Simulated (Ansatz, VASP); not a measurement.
## Au in VASP and in Ansatz

INCAR

```
SYSTEM = Au
PREC     = Accurate       ! precision mode
ENCUT    = 520            ! plane-wave cutoff, eV
EDIFF    = 1E-7           ! SCF threshold, eV
ISMEAR   = 0              ! smearing method
SIGMA    = 0.15           ! smearing width, eV
LREAL    = .FALSE.        ! projectors in reciprocal space
LASPH    = .TRUE.         ! aspherical terms in the spheres
NELM     = 80             ! most SCF steps
ALGO     = Fast           ! electronic algorithm
ISIF     = 2              ! what is computed and relaxed
LWAVE    = .FALSE.        ! write WAVECAR
LCHARG   = .TRUE.         ! write CHGCAR
GGA      = PS             ! functional
LELF     = .TRUE.         ! ELF
LVHAR    = .TRUE.       
NBANDS   = 18             ! bands
```

The input KPOINTS:

```
Automatic mesh
0
G
  22 22 14
  0 0 0
```

POSCAR

```
Au
1.0
   -1.6210733944      1.6210733944      1.6210733944
    1.6210733944     -1.6210733944      1.6210733944
    3.2421467888      3.2421467888      0.0000000000
Au
2
Direct
    0.0545245810     -0.0545245810      0.0000000000
    0.4454754190      0.5545245810      0.5000000000
```

Input for Ansatz:

```yaml
crystal:
  lattice:
    - [-1.6210733944, 1.6210733944, 1.6210733944]
    - [1.6210733944, -1.6210733944, 1.6210733944]
    - [3.2421467888, 3.2421467888, 0.0]
  atoms:
    - { symbol: Au, position: [0.054524581, -0.054524581, 0.0] }
    - { symbol: Au, position: [0.445475419, 0.554524581, 0.5] }
basis:
  ecutwfc: 420
kpoints:
  mp_grid: { grid: [22, 22, 14] }
hamiltonian:
  xc: pbesol
scf:
  occupations: { method: gaussian, width: 0.15 }
output:
  forces: true
  stress: true
  eigenvalues: true
```

Change from the starting cell: mode 4 (9.3 1/cm) frozen in, largest displacement +0.250 Å.

Alike in both runs: task single point; functional PBEsol; k mesh 22 × 22 × 14; occupations gaussian, width 0.15 eV; no spin polarisation.

|  | VASP | Ansatz |
| --- | --- | --- |
| version | VASP 6.6.1 | Ansatz 0.2.0 |
| potentials or method | VASP PAW PBE potentials, release 64 (Au), cutoff 520 eV | scalar-relativistic, plane waves, PAW |
| valence electrons in the cell | 22 | 38 |

VASP gave:

```
gap on the k mesh at the Fermi level (eV)                     : none
pressure (GPa)                                                : 0.7
traceless stress, the component that is largest in VASP (GPa) : -0.96
rms of the force components (eV/Å)                            : 0.038
```

**Question.** What did Ansatz give for the same quantities?

**Answer.** gap on the k mesh at the Fermi level (eV): none; pressure (GPa): 1.0; traceless stress, the component that is largest in VASP (GPa): -0.97; rms of the force components (eV/Å): 0.039.

VASP's potentials were made for PBE, not for PBEsol. Atom by atom the forces differ by 0.001 eV/Å (rms over components). A gap of «none» marks a metal or a gap that the smearing closes. VASP's potentials hold 22 valence electrons a cell and Ansatz's 38, so a difference there can come from the potentials and not from the codes.

Spin-orbit coupling is off throughout.
